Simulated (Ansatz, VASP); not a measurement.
# CO2 in VASP and in Ansatz

Contents of INCAR:

```
SYSTEM = CO2
PREC = Accurate
ENCUT = 600
EDIFF = 1E-7
ISMEAR = 0
SIGMA = 0.02
LREAL = .FALSE.
LASPH = .TRUE.
NELM = 80
ALGO = Normal
ISIF = 3
LWAVE = .FALSE.
LCHARG = .FALSE.
GGA = CA
IBRION = 2
NSW = 70
EDIFFG = -0.005
```

Contents of KPOINTS:

```
regular mesh
0
G
  4 4 4
  0 0 0
```

POSCAR

```
CO2
1.0
    5.7132173136      0.0000000000      0.0000000000
    0.0000000000      5.7132173136      0.0000000000
    0.0000000000      0.0000000000      5.7132173136
C O
4 8
Direct
    0.0000000000      0.0000000000      0.0000000000
    0.5000000000      0.0000000000      0.5000000000
    0.5000000000      0.5000000000      0.0000000000
    0.0000000000      0.5000000000      0.5000000000
    0.1181218480      0.1181218480      0.1181218480
    0.3818781520      0.8818781520      0.6181218480
    0.6181218480      0.3818781520      0.8818781520
    0.8818781520      0.6181218480      0.3818781520
    0.8818781520      0.8818781520      0.8818781520
    0.6181218480      0.1181218480      0.3818781520
    0.3818781520      0.6181218480      0.1181218480
    0.1181218480      0.3818781520      0.6181218480
```

Input for Ansatz:

```yaml
crystal:
  lattice:
    - [5.7132173136, 0.0, 0.0]
    - [0.0, 5.7132173136, 0.0]
    - [0.0, 0.0, 5.7132173136]
  atoms:
    - { symbol: C, position: [0.0, 0.0, 0.0] }
    - { symbol: C, position: [0.5, 0.0, 0.5] }
    - { symbol: C, position: [0.5, 0.5, 0.0] }
    - { symbol: C, position: [0.0, 0.5, 0.5] }
    - { symbol: O, position: [0.118121848, 0.118121848, 0.118121848] }
    - { symbol: O, position: [0.381878152, 0.881878152, 0.618121848] }
    - { symbol: O, position: [0.618121848, 0.381878152, 0.881878152] }
    - { symbol: O, position: [0.881878152, 0.618121848, 0.381878152] }
    - { symbol: O, position: [0.881878152, 0.881878152, 0.881878152] }
    - { symbol: O, position: [0.618121848, 0.118121848, 0.381878152] }
    - { symbol: O, position: [0.381878152, 0.618121848, 0.118121848] }
    - { symbol: O, position: [0.118121848, 0.381878152, 0.618121848] }
basis:
  ecutwfc: 420
kpoints:
  mp_grid: { grid: [4, 4, 4] }
hamiltonian:
  xc: lda
scf:
  occupations: { method: gaussian, width: 0.02 }
output:
  forces: true
  stress: true
  eigenvalues: true
relax:
  adjacent_minimum: "off"
  f_tol: 0.005
  max_steps: 50
  cell: { stress_tol: 0.05 }
```

Alike in both runs: task relaxation of cell and atoms; functional LDA; k mesh 4 × 4 × 4; occupations gaussian, width 0.02 eV; no spin polarisation.

```csv
,VASP,Ansatz
version,VASP 6.6.1,Ansatz 0.2.0
potentials or method,"VASP PAW LDA potentials, release 64 (C, O), cutoff 600 eV","scalar-relativistic, plane waves, PAW"
valence electrons in the cell,64,64
```

VASP gave:

```
gap on the k mesh at the Fermi level, each at its own relaxed structure (eV)  : 6.76
relaxed volume (Å³/atom)                                                      : 11.96
relaxed length of the cell vector where the two differ most in proportion (Å) : 5.236
```

Problem. What did Ansatz give for the same quantities?

Solution. gap on the k mesh at the Fermi level, each at its own relaxed structure (eV): 6.81; relaxed volume (Å³/atom): 12.29; relaxed length of the cell vector where the two differ most in proportion (Å): 5.283.

LDA's correlation is that of Perdew and Zunger in VASP and of Perdew and Wang (1992) in Ansatz.

Noted on VASP's run: the standard files for N, O and F lose accuracy on very short bonds; the volume moved by over 15 % at a fixed basis, so the end points are rough.
